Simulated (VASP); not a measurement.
# GaAs (I4/mmm) in VASP: a series of runs

Runs on GaAs. Level: PBE. Tasks: single point, relaxation of cell and atoms.

Program: VASP 6.6.1. These are calculated values, not measurements. Logs are shortened: lines on timing, memory, paths and dates and some standing lists are left out, and cuts for length are marked.

## (1) The cell of the first run

It takes space group I4/mmm (No. 139, tetragonal). The conventional cell has a = 3.636 Å, b = 3.636 Å, c = 6.753 Å, α = 90.00°, β = 90.00°, γ = 90.00°. Ga (site symmetry 4/mmm) has 6 As at 2.57 to 3.38 Å within 3.4 Å. Within 3.4 Å of As (site symmetry 4/mmm) lie 6 Ga at 2.57 to 3.38 Å.

## (2) Single point, PBE

INCAR reads:

```
ALGO = Normal
EDIFF = 1E-6
ENCUT = 520
GGA = PE
ISIF = 2
ISMEAR = 0
LASPH = True
LCHARG = False
LREAL = False
LWAVE = False
NBANDS = 16
NELM = 80
PREC = Accurate
SIGMA = 0.1
```

KPOINTS reads:

```
k-points
0
Gamma
  6 6 6
```

POSCAR reads:

```
GaAs
1.0
   -1.8180509300      1.8180509300      3.3764252500
    1.8180509300     -1.8180509300      3.3764252500
    1.8180509300      1.8180509300     -3.3764252500
Ga As
1 1
Direct
    0.5000000000      0.5000000000      0.0000000000
    0.0000000000      0.0000000000      0.0000000000
```

Potentials or basis: VASP PAW PBE potentials, release 64 (Ga_d, As).

On the command line:

```
> cat potpaw_PBE.64/Ga_d/POTCAR potpaw_PBE.64/As/POTCAR > POTCAR
> mpirun -np 1 vasp_std > vasp.out
```

OUTCAR:

```text
EDIFF = 1E-6
   ENCUT = 520
   GGA = PE
   ISIF = 2
   ISMEAR = 0
   LASPH = True
   LREAL = False
   NELM = 80
   PREC = Accurate

 ion  position               nearest neighbor table
   1  0.500  0.500  0.000-   2 2.57   2 2.57   2 2.57   2 2.57
   2  0.000  0.000  0.000-   1 2.57   1 2.57   1 2.57   1 2.57

  LATTYP: Found a body centered tetragonal cell.
 ALAT       =     3.6361018600
 C/A-ratio  =     1.8571675822

  Lattice vectors:

 A1 = (  -1.8180509300,   1.8180509300,   3.3764252500)
 A2 = (   1.8180509300,  -1.8180509300,   3.3764252500)
 A3 = (   1.8180509300,   1.8180509300,  -3.3764252500)

Analysis of symmetry for initial positions (statically):
=====================================================================
 Subroutine PRICEL returns:
 Original cell was already a primitive cell.

 Routine SETGRP: Setting up the symmetry group for a
 body centered tetragonal supercell.

 Subroutine GETGRP returns: Found 16 space group operations
 (whereof 16 operations were pure point group operations)
 out of a pool of 16 trial point group operations.

The static configuration has the point symmetry D_4h.

Analysis of symmetry for dynamics (positions and initial velocities):
=====================================================================
 Subroutine PRICEL returns:
 Original cell was already a primitive cell.

 Routine SETGRP: Setting up the symmetry group for a
 body centered tetragonal supercell.

 Subroutine GETGRP returns: Found 16 space group operations
 (whereof 16 operations were pure point group operations)
 out of a pool of 16 trial point group operations.

The dynamic configuration has the point symmetry D_4h.

 Subroutine INISYM returns: Found 16 space group operations
 (whereof 16 operations are pure point group operations),
 and found     1 'primitive' translations

----------------------------------------------------------------------------------------

                                     Primitive cell

  volume of cell :      44.6405

  direct lattice vectors                    reciprocal lattice vectors
    -1.818050930  1.818050930  3.376425250     0.000000000  0.275019798  0.148085612
     1.818050930 -1.818050930  3.376425250     0.275019798  0.000000000  0.148085612
     1.818050930  1.818050930 -3.376425250     0.275019798  0.275019798  0.000000000
[... 75 lines left out ...]
   PREC   = accura    normal or accurate (medium, high low for compatibility)
   ISTART =      0    job   : 0-new  1-cont  2-samecut
   ICHARG =      2    charge: 1-file 2-atom 10-const
   ISPIN  =      1    spin polarized calculation?
   LNONCOLLINEAR =      F non collinear calculations
   LSORBIT =      F    spin-orbit coupling
   LASPH  =      T    aspherical Exc in radial PAW
   ENCUT  =  520.0 eV  38.22 Ry    6.18 a.u.   7.89  7.89  7.89*2*pi/ulx,y,z
   NELM   =     80;   NELMIN=  2; NELMDL= -5     # of ELM steps
   EDIFF  = 0.1E-05   stopping-criterion for ELM
   LREAL  =      F    real-space projection
   EDIFFG = 0.1E-04   stopping-criterion for IOM
   NSW    =      0    number of steps for IOM
   IBRION =     -1    ionic relax: 0-MD 1-quasi-New 2-CG
   NFREE  =      0    steps in history (QN), initial steepest desc. (CG)
   ISIF   =      2    stress and relaxation
   ISYM   =      2    0-nonsym 1-usesym 2-fastsym
   POTIM  = 0.5000    time-step for ionic-motion
   TEBEG  =    0.0;   TEEND  =   0.0 temperature during run
   PSTRESS=    0.0 pullay stress
   NELECT =      18.0000    total number of electrons
   NUPDOWN=      -1.0000    fix difference up-down
   EMIN   =  10.00;   EMAX   =-10.00  energy-range for DOS
   EFERMI =   0.00;   METHOD = LEGACY
   ISMEAR =     0;   SIGMA  =   0.10  broadening in eV -4-tet -1-fermi 0-gaus
   EFERMI_NEDOS =   21; number of points for ismear=-14 and -15
   IALGO  =     38    algorithm
   IMIX   =      4    mixing-type and parameters
     AMIX     =   0.40;   BMIX     =  1.00
     AMIX_MAG =   1.60;   BMIX_MAG =  1.00
  volume/ion in A,a.u.               =      22.32       150.62
  Fermi-wavevector in a.u.,A,eV,Ry     =   1.209454  2.285536 19.902307  1.462778
  Thomas-Fermi vector in A             =   2.345031
   LORBIT       =      0    0 simple, 1 ext, 2 COOP (PROOUT), +10 PAW based schemes
   GGA     = PE    functional components
   LHFCALC =     F    Hartree Fock is set to
   AEXX    =    0.0000 exact exchange contribution
   IVDW    =     0    specifies the selected vdW correction
   LEPSILON=     F    determine dielectric tensor
   LRPA    =     F    only Hartree local field effects (RPA)
 non-spin polarized calculation
 Gauss-broadening in eV      SIGMA  =   0.10
  energy-cutoff  :      520.00
  volume of cell :       44.64
 maximum number of plane-waves:      1217
   NGX = 15   NGY = 15   NGZ = 15

 number of electron      17.9999994 magnetization

 Free energy of the ion-electron system (eV)
  ---------------------------------------------------
  ext. energy  EPLUGINS =         0.00000000
  ---------------------------------------------------
  free energy    TOTEN  =        -7.28394962 eV

  energy without entropy =       -7.27747355  energy(sigma->0) =       -7.28071158

 E-fermi :   3.8878     XC(G=0):  -9.9041

 val. band max:        3.8451551202   @ k =  -0.1667   0.5000   0.1667
 cond. band min:       3.8883984274   @ k =   0.5000   0.5000   0.1667
 fundamental gap:      0.0432433072
 Fermi energy:         3.8877743462

 k-point     1 :       0.0000    0.0000    0.0000
  band No.  band energies     occupation
      1     -10.9723      2.00000
      2     -10.8551      2.00000
      3     -10.8541      2.00000
      4     -10.8449      2.00000
      5     -10.8449      2.00000
      6      -8.5061      2.00000
[... 433 lines left out ...]
      3     -10.8488      2.00000
      4     -10.8438      2.00000
      5     -10.8383      2.00000
      6      -7.8155      2.00000
[... 8 lines left out ...]
     15      14.0758      0.00000
     16      14.7201      0.00000

 [... further k-points ...]
[... 5 lines left out ...]
  --------------------------------------------------------------------------------------
  -------------------------------------------------------------------------------------
  Total        0.8973660      0.8973660     -2.0437218      0.0000000     -0.0000000      0.0000000
  in kB       32.2070515     32.2070515    -73.3505105      0.0000000     -0.0000000      0.0000000
  external PRESSURE =      -2.9788025 kB  Pullay stress =       0.0000000 kB

 VOLUME and BASIS-vectors are now :
 -----------------------------------------------------------------------------
  energy-cutoff  :      520.00
  volume of cell :       44.64
      direct lattice vectors                 reciprocal lattice vectors
    -1.818050930  1.818050930  3.376425250     0.000000000  0.275019798  0.148085612
     1.818050930 -1.818050930  3.376425250     0.275019798  0.000000000  0.148085612
     1.818050930  1.818050930 -3.376425250     0.275019798  0.275019798  0.000000000

 POSITION                                       TOTAL-FORCE (eV/Angst)
 -----------------------------------------------------------------------------------
      0.00000      0.00000      3.37643        -0.000000      0.000000      0.000000
      0.00000      0.00000      0.00000         0.000000      0.000000     -0.000000
 -----------------------------------------------------------------------------------
    total drift:                               -0.000000      0.000000     -0.000000

  FREE ENERGIE OF THE ION-ELECTRON SYSTEM (eV)
  ---------------------------------------------------
  free  energy   TOTEN  =        -7.2839496207 eV

  energy  without entropy=       -7.2774735492  energy(sigma->0) =       -7.28071158
```

Run time: 16 s. Hardware: 1 thread of Intel Xeon 6975P-C, shared host; peak memory 0.18 GiB.

What came out:

* Free energy: -7.2839 eV
* Pressure: -0.3 GPa
* Band gap on the k mesh: zero (band 9 reaches 4.79 eV, above the bottom of band 10 at 2.40 eV)

Levels at points of the mesh, in eV from the Fermi level:
| k point | band 6 | band 7 | band 8 | band 9 | band 10 | band 11 | band 12 | band 13 |
| --- | --- | --- | --- | --- | --- | --- | --- | --- |
| (0.00, 0.00, 0.00) | -12.39 | -0.71 | -0.71 | -0.49 | 0.42 | 4.50 | 5.96 | 6.20 |
| (0.50, 0.00, 0.00) | -10.58 | -7.24 | -0.53 | 0.90 | 1.38 | 3.82 | 3.98 | 4.68 |
| (0.50, 0.50, 0.00) | -9.17 | -4.90 | -4.08 | -3.93 | -0.78 | 4.02 | 5.37 | 10.70 |
| (0.50, 0.50, 0.50) | -11.34 | -4.49 | -1.57 | -1.48 | -1.48 | 4.70 | 8.21 | 10.45 |

Caveat: the k points lie up to 0.41 Å⁻¹ apart.

[end of part 1 of 2]
